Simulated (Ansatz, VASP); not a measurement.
**Zn3F: VASP beside Ansatz**

```
Zn F
1.0
     3.95229    0.00000    0.00000
     0.00000    3.95229    0.00000
     0.00000    0.00000    3.95229
Zn F
3 1
Direct
  0.00000 0.50000 0.50000
  0.50000 0.00000 0.50000
  0.50000 0.50000 0.00000
  0.00000 0.00000 0.00000
```

Change from the starting cell: species swapped into the CdAu3 type (Pm-3m, No. 221).

Alike in both runs: functional PBE; k mesh 6 × 6 × 6; occupations gaussian, width 0.1 eV; no spin polarisation.

Ansatz relaxed the structure, and its values are those at the end. VASP's run is a single point on that final structure, the one shown.

|  | VASP | Ansatz |
| --- | --- | --- |
| version | VASP 6.6.1 | Ansatz 0.2.0 |
| potentials or method | VASP PAW PBE potentials, release 64 (Zn, F), cutoff 520 eV | scalar-relativistic, plane waves, PAW |
| valence electrons in the cell | 43 | 43 |

Ansatz gave:

* gap on the k mesh at the Fermi level (eV): none
* pressure (GPa): 0.0

**Question.** What did VASP give for the same quantities?

**Answer.** gap on the k mesh at the Fermi level (eV): none; pressure (GPa): 0.1.

A gap of «none» marks a metal or a gap that the smearing closes. With one functional, cell and mesh, what is left measures potentials, basis and numerics.
